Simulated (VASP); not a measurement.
# TiC (e600) (Fm-3m) in VASP: single point with PBEsol

Aim: the single point of TiC (e600) with PBEsol.

Everything below comes from runs of VASP 6.6.1. Logs are shortened: lines on timing, memory, paths and dates and some standing lists are left out, and cuts for length are marked.

## (1) The cell of the first run

Symmetry: Fm-3m, No. 225, cubic system. Conventional cell: a = 4.293 Å, b = 4.293 Å, c = 4.293 Å, α = 90.00°, β = 90.00°, γ = 90.00°. Ti (site symmetry m-3m) has 6 C at 2.15 Å within 2.8 Å. C (site symmetry m-3m) has 6 Ti at 2.15 Å within 2.8 Å.

## (2) Single point, PBEsol

INCAR reads:

```
  PREC = Accurate
  ENCUT = 600
  EDIFF = 1E-6
  ISMEAR = 0
  SIGMA = 0.1
  LREAL = F
  LASPH = T
  NELM = 120
  ALGO = Normal
  ISIF = 2
  LWAVE = F
  LCHARG = F
  GGA = PS
  NBANDS = 15
  GGA_COMPAT = F
```

KPOINTS reads:

```
Automatic mesh
0
Gamma
  16 16 16
```

POSCAR reads:

```
TiC
1.0
    0.0000000000      2.1466167657      2.1466167657
    2.1466167657      0.0000000000      2.1466167657
    2.1466167657      2.1466167657      0.0000000000
Ti C
1 1
Direct
    0.0000000000      0.0000000000      0.0000000000
    0.5000000000      0.5000000000      0.5000000000
```

Potentials or basis: VASP PAW PBE potentials, release 64 (Ti_sv, C).

Command:

```sh
> cat potpaw_PBE.64/Ti_sv/POTCAR potpaw_PBE.64/C/POTCAR > POTCAR
> mpirun -np 1 vasp_std > vasp.out
```

OUTCAR:

```text
PREC = Accurate
   ENCUT = 600
   EDIFF = 1E-6
   ISMEAR = 0
   LREAL = F
   LASPH = T
   NELM = 120
   ISIF = 2
   GGA = PS

 ion  position               nearest neighbor table
   1  0.000  0.000  0.000-   2 2.15   2 2.15   2 2.15   2 2.15   2 2.15   2 2.15
   2  0.500  0.500  0.500-   1 2.15   1 2.15   1 2.15   1 2.15   1 2.15   1 2.15

  LATTYP: Found a face centered cubic cell.
 ALAT       =     4.2932335314

  Lattice vectors:

 A1 = (   0.0000000000,   2.1466167657,   2.1466167657)
 A2 = (   2.1466167657,   0.0000000000,   2.1466167657)
 A3 = (   2.1466167657,   2.1466167657,   0.0000000000)

Analysis of symmetry for initial positions (statically):
=====================================================================
 Subroutine PRICEL returns:
 Original cell was already a primitive cell.

 Routine SETGRP: Setting up the symmetry group for a
 face centered cubic supercell.

 Subroutine GETGRP returns: Found 48 space group operations
 (whereof 48 operations were pure point group operations)
 out of a pool of 48 trial point group operations.

The static configuration has the point symmetry O_h .

Analysis of symmetry for dynamics (positions and initial velocities):
=====================================================================
 Subroutine PRICEL returns:
 Original cell was already a primitive cell.

 Routine SETGRP: Setting up the symmetry group for a
 face centered cubic supercell.

 Subroutine GETGRP returns: Found 48 space group operations
 (whereof 48 operations were pure point group operations)
 out of a pool of 48 trial point group operations.

The dynamic configuration has the point symmetry O_h .

 Subroutine INISYM returns: Found 48 space group operations
 (whereof 48 operations are pure point group operations),
 and found     1 'primitive' translations

----------------------------------------------------------------------------------------

                                     Primitive cell

  volume of cell :      19.7831

  direct lattice vectors                    reciprocal lattice vectors
     0.000000000  2.146616766  2.146616766    -0.232924669  0.232924669  0.232924669
     2.146616766  0.000000000  2.146616766     0.232924669 -0.232924669  0.232924669
     2.146616766  2.146616766  0.000000000     0.232924669  0.232924669 -0.232924669

  length of vectors
     3.035774543  3.035774543  3.035774543     0.403437361  0.403437361  0.403437361

  position of ions in fractional coordinates (direct lattice)
     0.000000000  0.000000000  0.000000000
     0.500000000  0.500000000  0.500000000

  ion indices of the primitive-cell ions
   primitive index   ion index
                 1           1
                 2           2

----------------------------------------------------------------------------------------

 KPOINTS: Automatic mesh

Automatic generation of k-mesh.
 Grid dimensions read from file:
 generate k-points for:   16   16   16

 Generating k-lattice:

  Cartesian coordinates                     Fractional coordinates (reciprocal lattice)
    -0.014557792  0.014557792  0.014557792     0.062500000  0.000000000  0.000000000
     0.014557792 -0.014557792  0.014557792     0.000000000  0.062500000  0.000000000
     0.014557792  0.014557792 -0.014557792     0.000000000  0.000000000  0.062500000

  Length of vectors
     0.025214835  0.025214835  0.025214835

  Shift w.r.t. Gamma in fractional coordinates (k-lattice)
     0.000000000  0.000000000  0.000000000

 Subroutine IBZKPT returns following result:
 ===========================================

 Found    145 irreducible k-points:

 Following reciprocal coordinates:
            Coordinates               Weight
  0.000000  0.000000  0.000000      1.000000
  0.062500  0.000000  0.000000      8.000000
  0.125000  0.000000  0.000000      8.000000
  0.187500  0.000000  0.000000      8.000000
  0.250000  0.000000  0.000000      8.000000
  0.312500  0.000000  0.000000      8.000000
[... 16 lines left out ...]
 -0.125000  0.062500  0.000000     24.000000
 -0.062500  0.062500  0.000000     12.000000
 [... further k-points ...]
   k-points           NKPTS =    145   k-points in BZ     NKDIM =    145   number of bands    NBANDS=     15
   number of dos      NEDOS =    301   number of ions     NIONS =      2
   total plane-waves  NPLWV =  13824
   dimension x,y,z NGX =    24 NGY =   24 NGZ =   24
   dimension x,y,z NGXF=    48 NGYF=   48 NGZF=   48
   ions per type =               1   1
   NGX,Y,Z   is equivalent  to a cutoff of  13.14, 13.14, 13.14 a.u.
   NGXF,Y,Z  is equivalent  to a cutoff of  26.29, 26.29, 26.29 a.u.
 SYSTEM =  unknown system
   PREC   = accura    normal or accurate (medium, high low for compatibility)
   ISTART =      0    job   : 0-new  1-cont  2-samecut
   ICHARG =      2    charge: 1-file 2-atom 10-const
   ISPIN  =      1    spin polarized calculation?
   LNONCOLLINEAR =      F non collinear calculations
   LSORBIT =      F    spin-orbit coupling
   LASPH  =      T    aspherical Exc in radial PAW
   ENCUT  =  600.0 eV  44.10 Ry    6.64 a.u.   6.06  6.06  6.06*2*pi/ulx,y,z
   NELM   =    120;   NELMIN=  2; NELMDL= -5     # of ELM steps
   EDIFF  = 0.1E-05   stopping-criterion for ELM
   LREAL  =      F    real-space projection
   EDIFFG = 0.1E-04   stopping-criterion for IOM
   NSW    =      0    number of steps for IOM
   IBRION =     -1    ionic relax: 0-MD 1-quasi-New 2-CG
   NFREE  =      0    steps in history (QN), initial steepest desc. (CG)
   ISIF   =      2    stress and relaxation
   ISYM   =      2    0-nonsym 1-usesym 2-fastsym
   POTIM  = 0.5000    time-step for ionic-motion
   TEBEG  =    0.0;   TEEND  =   0.0 temperature during run
   PSTRESS=    0.0 pullay stress
   NELECT =      16.0000    total number of electrons
   NUPDOWN=      -1.0000    fix difference up-down
   EMIN   =  10.00;   EMAX   =-10.00  energy-range for DOS
   EFERMI =   0.00;   METHOD = LEGACY
   ISMEAR =     0;   SIGMA  =   0.10  broadening in eV -4-tet -1-fermi 0-gaus
   EFERMI_NEDOS =   21; number of points for ismear=-14 and -15
   IALGO  =     38    algorithm
   IMIX   =      4    mixing-type and parameters
     AMIX     =   0.40;   BMIX     =  1.00
     AMIX_MAG =   1.60;   BMIX_MAG =  1.00
  volume/ion in A,a.u.               =       9.89        66.75
  Fermi-wavevector in a.u.,A,eV,Ry     =   1.525283  2.882366 31.653777  2.326487
  Thomas-Fermi vector in A             =   2.633474
   LORBIT       =      0    0 simple, 1 ext, 2 COOP (PROOUT), +10 PAW based schemes
   GGA     = PS    functional components
   LHFCALC =     F    Hartree Fock is set to
   AEXX    =    0.0000 exact exchange contribution
   IVDW    =     0    specifies the selected vdW correction
   LEPSILON=     F    determine dielectric tensor
   LRPA    =     F    only Hartree local field effects (RPA)
 non-spin polarized calculation
 Gauss-broadening in eV      SIGMA  =   0.10
  energy-cutoff  :      600.00
  volume of cell :       19.78
 maximum number of plane-waves:       684
   NGX = 13   NGY = 13   NGZ = 13

 number of electron      16.0000003 magnetization

 Free energy of the ion-electron system (eV)
  ---------------------------------------------------
  ext. energy  EPLUGINS =         0.00000000
  ---------------------------------------------------
  free energy    TOTEN  =       -19.80274895 eV

  energy without entropy =      -19.80080076  energy(sigma->0) =      -19.80177486

 E-fermi :   9.6048     XC(G=0): -12.9984

 val. band max:        9.5943742724   @ k =   0.1250   0.1250   0.0000
 cond. band min:       9.6061454174   @ k =   0.1250   0.0625   0.0000
 fundamental gap:      0.0117711450
 Fermi energy:         9.6048338446

 k-point     1 :       0.0000    0.0000    0.0000
  band No.  band energies     occupation
      1     -46.6363      2.00000
      2     -22.7487      2.00000
      3     -22.7487      2.00000
      4     -22.7487      2.00000
      5      -2.8748      2.00000
      6      10.2887      0.00000
      7      10.2887      0.00000
      8      10.2887      0.00000
      9      11.3538      0.00000
     10      11.3538      0.00000
     11      11.3538      0.00000
     12      11.3990      0.00000
     13      11.3991      0.00000
     14      20.4881      0.00000
     15      23.6489      0.00000

 k-point     2 :       0.0625    0.0000    0.0000
  band No.  band energies     occupation
      1     -46.6331      2.00000
      2     -22.7709      2.00000
      3     -22.7508      2.00000
      4     -22.7508      2.00000
      5      -2.7827      2.00000
      6       9.8422      0.00079
      7      10.0949      0.00000
      8      10.0949      0.00000
      9      10.6657      0.00000
     10      10.6657      0.00000
     11      11.5947      0.00000
     12      12.4165      0.00000
     13      12.4165      0.00000
     14      20.6456      0.00000
     15      23.7052      0.00000

 k-point     3 :       0.1250    0.0000    0.0000
  band No.  band energies     occupation
      1     -46.6240      2.00000
      2     -22.8337      2.00000
      3     -22.7566      2.00000
      4     -22.7566      2.00000
      5      -2.5120      2.00000
      6       8.9520      2.00000
      7       9.3209      1.99994
      8       9.3209      1.99994
      9      10.7341      0.00000
     10      10.7341      0.00000
     11      11.9341      0.00000
     12      13.5163      0.00000
     13      13.5163      0.00000
     14      21.0240      0.00000
     15      23.7817      0.00000
[... 343 lines left out ...]
 k-point    23 :      -0.1250    0.0625    0.0000
  band No.  band energies     occupation
      1     -46.6173      2.00000
      2     -22.8702      2.00000
      3     -22.7772      2.00000
      4     -22.7536      2.00000
      5      -2.3105      2.00000
      6       8.4649      2.00000
      7       8.8004      2.00000
      8       8.9917      2.00000
      9      10.6120      0.00000
     10      11.2022      0.00000
     11      12.2543      0.00000
     12      13.3651      0.00000
     13      14.5185      0.00000
     14      21.2767      0.00000
     15      23.7966      0.00000

 k-point    24 :      -0.0625    0.0625    0.0000
  band No.  band energies     occupation
      1     -46.6279      2.00000
      2     -22.8015      2.00000
      3     -22.7633      2.00000
      4     -22.7499      2.00000
      5      -2.6319      2.00000
      6       9.3851      1.99811
      7       9.5575      1.49688
      8       9.5911      1.15405
      9      10.4048      0.00000
     10      11.0298      0.00000
     11      11.9524      0.00000
     12      12.5485      0.00000
     13      13.4370      0.00000
     14      20.8872      0.00000
     15      23.7699      0.00000

 [... further k-points ...]
[... 5 lines left out ...]
  --------------------------------------------------------------------------------------
  -------------------------------------------------------------------------------------
  Total        0.0222118      0.0222118      0.0222118      0.0000000      0.0000000     -0.0000000
  in kB        1.7988769      1.7988769      1.7988769      0.0000000      0.0000000     -0.0000000
  external PRESSURE =       1.7988769 kB  Pullay stress =       0.0000000 kB

 VOLUME and BASIS-vectors are now :
 -----------------------------------------------------------------------------
  energy-cutoff  :      600.00
  volume of cell :       19.78
      direct lattice vectors                 reciprocal lattice vectors
     0.000000000  2.146616766  2.146616766    -0.232924669  0.232924669  0.232924669
     2.146616766  0.000000000  2.146616766     0.232924669 -0.232924669  0.232924669
     2.146616766  2.146616766  0.000000000     0.232924669  0.232924669 -0.232924669

 POSITION                                       TOTAL-FORCE (eV/Angst)
 -----------------------------------------------------------------------------------
      0.00000      0.00000      0.00000        -0.000000     -0.000000     -0.000000
      2.14662      2.14662      2.14662         0.000000      0.000000      0.000000
 -----------------------------------------------------------------------------------
    total drift:                                0.000000     -0.000000     -0.000000

  FREE ENERGIE OF THE ION-ELECTRON SYSTEM (eV)
  ---------------------------------------------------
  free  energy   TOTEN  =       -19.8027489544 eV

  energy  without entropy=      -19.8008007595  energy(sigma->0) =      -19.80177486
```

It took 28 s on 1 thread of Intel Xeon 6975P-C, shared host; peak memory 0.18 GiB.

What came out:

| Item | Value |
| --- | --- |
| Free energy | -19.8027 eV |
| Pressure | 0.2 GPa |
| Band gap on the k mesh | zero (band 8 reaches 10.29 eV, above the bottom of band 9 at 9.20 eV) |

Caveat: the PAW data sets were made with another functional, which shifts forces and pressure a little.
